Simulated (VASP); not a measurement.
# GaP (P6_3/mmc) in VASP: a series of runs, part 2 of 2

VASP 6.6.1. Earlier steps stand in the parts before.

**5. Relaxation of cell and atoms, PBE**

This run uses another cell than the first one, of 13.91 Å³/atom, 0.824 times its volume.

Contents of INCAR:

```
ALGO = Normal
EDIFF = 1E-6
EDIFFG = -0.005
ENCUT = 600
GGA = PE
IBRION = 2
ISIF = 3
ISMEAR = -1
LASPH = T
LCHARG = F
LREAL = F
LWAVE = F
NELM = 60
NSW = 80
PREC = Accurate
SIGMA = 0.02
```

Contents of KPOINTS:

```
k-points
0
Gamma
  12 12 4
```

Contents of POSCAR:

```
GaP
1.0
    3.4033254600      0.0000000000      0.0000000000
   -1.7016627300      2.9473663057      0.0000000000
    0.0000000000      0.0000000000      5.5474204998
Ga P
2 2
Direct
    0.0000000000      0.0000000000      0.0000000000
    0.0000000000      0.0000000000      0.5000000000
    0.3333333333      0.6666666667      0.2500000000
    0.6666666667      0.3333333333      0.7500000000
```

Potentials or basis: VASP PAW PBE potentials, release 64 (Ga_d, P).

Launch:

```sh
$ cat potpaw_PBE.64/Ga_d/POTCAR potpaw_PBE.64/P/POTCAR > POTCAR
$ mpirun -np 1 vasp_std > vasp.out
```

OUTCAR:

```text
EDIFF = 1E-6
   EDIFFG = -0.005
   ENCUT = 600
   GGA = PE
   IBRION = 2
   ISIF = 3
   ISMEAR = -1
   LASPH = T
   LREAL = F
   NELM = 60
   NSW = 80
   PREC = Accurate

 ion  position               nearest neighbor table
   1  0.000  0.000  0.000-   3 2.41   4 2.41   3 2.41   4 2.41   4 2.41   3 2.41   2 2.77   2 2.77

   2  0.000  0.000  0.500-   3 2.41   4 2.41   3 2.41   4 2.41   4 2.41   3 2.41   1 2.77   1 2.77

   3  0.333  0.667  0.250-   1 2.41   2 2.41   1 2.41   2 2.41   1 2.41   2 2.41
   4  0.667  0.333  0.750-   1 2.41   2 2.41   1 2.41   2 2.41   1 2.41   2 2.41

  LATTYP: Found a hexagonal cell.
 ALAT       =     3.4033254600
 C/A-ratio  =     1.6300000000

  Lattice vectors:

 A1 = (   3.4033254600,   0.0000000000,   0.0000000000)
 A2 = (  -1.7016627300,   2.9473663057,   0.0000000000)
 A3 = (   0.0000000000,   0.0000000000,   5.5474204998)
[... 380 lines left out ...]
  free energy    TOTEN  =       -16.46515586 eV

  energy without entropy =      -16.46289979  energy(sigma->0) =      -16.46402783

 E-fermi :   6.3206     XC(G=0): -10.8958

 val. band max:        6.3000204161   @ k =   0.0833  -0.0000   0.5000
 cond. band min:       6.3260934771   @ k =   0.1667   0.0833   0.0000
 fundamental gap:      0.0260730610
 Fermi energy:         6.3206092856

 k-point     1 :       0.0000    0.0000    0.0000
  band No.  band energies     occupation
      1      -8.4683      2.00000
      2      -8.4266      2.00000
      3      -8.4266      2.00000
      4      -8.3614      2.00000
      5      -8.3614      2.00000
      6      -8.3509      2.00000
[... 589 lines left out ...]
     21      10.1431      0.00000
     22      10.8216      0.00000

 [... further k-points ...]

------------------------ aborting loop because EDIFF is reached ----------------------------------------

  FORCE on cell =-STRESS in cart. coord.  units (eV):
  Direction    XX          YY          ZZ          XY          YZ          ZX
  --------------------------------------------------------------------------------------
  -------------------------------------------------------------------------------------
  Total        0.0083113      0.0083113     -0.0034747      0.0000000      0.0000000     -0.0000000
  in kB        0.1920028      0.1920028     -0.0802712      0.0000000      0.0000000     -0.0000000
  external PRESSURE =       0.1012448 kB  Pullay stress =       0.0000000 kB
[... 19 lines left out ...]
  FREE ENERGIE OF THE ION-ELECTRON SYSTEM (eV)
  ---------------------------------------------------
  free  energy   TOTEN  =       -16.4651558642 eV

  energy  without entropy=      -16.4628997910  energy(sigma->0) =      -16.46402783

 reached required accuracy - stopping structural energy minimisation
```

OSZICAR:

```text
N       E                     dE             d eps       ncg     rms          rms(c)
DAV:   1     0.242576126353E+03    0.24258E+03   -0.19622E+04  2688   0.299E+03
DAV:   2     0.965852673585E+01   -0.23292E+03   -0.22816E+03  2648   0.515E+02
DAV:   3    -0.149093548808E+02   -0.24568E+02   -0.24064E+02  2938   0.131E+02
DAV:   4    -0.157228295261E+02   -0.81347E+00   -0.80935E+00  3160   0.233E+01
[... 85 lines left out ...]
DAV:   2    -0.164656907717E+02    0.17704E-02   -0.40140E-03  3168   0.120E+00    0.135E-01
DAV:   3    -0.164651955290E+02    0.49524E-03   -0.69532E-04  3200   0.449E-01    0.250E-02
DAV:   4    -0.164651603862E+02    0.35143E-04   -0.78892E-05  3004   0.112E-01    0.898E-03
DAV:   5    -0.164651559125E+02    0.44737E-05   -0.59544E-06  2680   0.281E-02    0.217E-03
DAV:   6    -0.164651558642E+02    0.48295E-07   -0.68094E-07  1350   0.140E-02
  10 F= -.16465156E+02 E0= -.16464028E+02  d E =-.315707E-03
```

Wall time 5.1 min (1 thread of AMD EPYC 9R45 (Zen 5), shared host); peak memory 0.21 GiB.

What came out:

```
Free energy                            : -16.4652 eV
Relaxed volume                         : 17.34 Å³/atom
Relaxed cell                           : a = 3.619 Å, b = 3.619 Å, c = 6.113 Å, α = 90.00°, β = 90.00°, γ = 120.00°
Space group after relaxing (to 0.05 Å) : P6_3/mmc (No. 194)
Energy gained by relaxing              : 285.8 meV/atom
Ionic steps                            : 10
Pressure after relaxing                : 0.0 GPa
Band gap on the k mesh                 : zero (band 18 reaches 6.92 eV, above the bottom of band 19 at 3.27 eV)
```

Step by step:
```
step  energy change (eV)  largest force (eV/Å)  pressure (GPa)  volume (Å³)
   1              0.0000                0.0000           32.09        55.65
   2             -0.7478                0.0000           -9.07        81.22
   3             -1.1389                0.0000           -0.12        69.51
   4             -1.1387                0.0000            0.33        69.21
   5             -1.1400                0.0000            0.29        69.18
   6             -1.1413                0.0000            0.28        69.14
   7             -1.1428                0.0000            0.36        69.07
   8             -1.1429                0.0000            0.30        69.05
   9             -1.1430                0.0000           -0.25        69.55
  10             -1.1432                0.0000            0.01        69.35
```

Final structure:
```xyz
4
Lattice="3.6194 0.0000 0.0000 -1.8097 3.1345 0.0000 0.0000 0.0000 6.1130" Properties=species:S:1:pos:R:3 pbc="T T T"
Ga    0.0000    0.0000    0.0000
Ga    0.0000    0.0000    3.0565
P     0.0000    2.0897    1.5283
P     1.8097    1.0448    4.5848
```

Levels at points of the mesh, in eV from the Fermi level:
```
           k point  band 16  band 17  band 18  band 19  band 20  band 21
(0.00, 0.00, 0.00)    -0.16     0.34     0.34     0.88     3.11     5.07
(0.50, 0.00, 0.00)    -4.21    -2.48     0.17     1.39     1.69     3.01
(0.00, 0.00, 0.50)     0.16     0.16     0.16     2.88     2.88     4.66
(0.50, 0.00, 0.50)    -1.81    -1.56    -1.56    -0.07    -0.07     3.50
```

Caveat: the volume moved by over 15 % at a fixed basis, so the end points are rough.

**6. Overview**

```csv
task,level,cell,cutoff (eV),gap on the mesh (eV),pressure (GPa)
single point,PBE,"a = 3.597, b = 3.597, c = 6.031 Å, angles 90.0, 90.0, 120.0°, 4 atoms",520,none,2.4
single point,PBE,"a = 3.618, b = 3.618, c = 6.110 Å, angles 90.0, 90.0, 120.0°, 4 atoms",520,none,0.1
single point,r2SCAN,"a = 3.597, b = 3.597, c = 6.031 Å, angles 90.0, 90.0, 120.0°, 4 atoms",520,none,-0.1
relaxation of cell and atoms,PBE,"relaxed from a = 3.403, b = 3.403, c = 5.547 Å, angles 90.0, 90.0, 120.0°, 4 atoms",600,none,0.0
```

Alike in all rows: potentials or basis VASP PAW PBE potentials, release 64 (Ga_d, P); no spin polarisation; k mesh 12 × 12 × 4; smearing fermi-dirac 0.02 eV.

Caveats: the PAW data sets were made with another functional, which shifts forces and pressure a little (some runs); the volume moved by over 15 % at a fixed basis, so the end points are rough (some runs).

Absolute energies hang on the potentials; compare differences alone.
